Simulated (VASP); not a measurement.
The system is Ga.

```
CELL_PARAMETERS angstrom
1.46908 -4.11849 0.00000
1.46908 4.11849 0.00000
0.00000 0.00000 3.21172
ATOMIC_POSITIONS crystal
Ga 0.13300 0.86700 0.75000
Ga 0.86700 0.13300 0.25000
```

Base run:

```yaml
Program: VASP 6.6.1
Functional: r2SCAN
Potentials_or_basis: VASP PAW PBE potentials, release 64 (Ga_d)
Cutoff: 520 eV
k_mesh: 10 × 10 × 8
Occupations: fermi-dirac, width 0.05 eV
Spin: no spin polarisation
```

Its results: band gap on the k mesh zero (band 13 reaches 10.42 eV, above the bottom of band 14 at 0.92 eV); pressure -3.5 GPa; largest force 0.229 eV/Å.

Q: After a change of settings the same cell gave: band gap on the k mesh zero (band 13 reaches 9.99 eV, above the bottom of band 14 at 1.01 eV); pressure -5.5 GPa; largest force 0.185 eV/Å. Which change was it?
A. functional from r2SCAN to PBEsol; further incar settings from ALGO = Normal; EDIFF = 1e-07; NBANDS = 20 to ALGO = Normal; EDIFF = 1e-06; NBANDS = 20
B. functional from r2SCAN to PBE; further incar settings from ALGO = Normal; EDIFF = 1e-07; NBANDS = 20 to ALGO = Fast; EDIFF = 1e-07; NBANDS = 20
C. functional from r2SCAN to LDA; potentials or basis from VASP PAW PBE potentials, release 64 (Ga_d) to VASP PAW LDA potentials, release 64 (Ga_d)

A: C.

Caveats: the PAW data sets were made with another functional, which shifts forces and pressure a little (some runs).
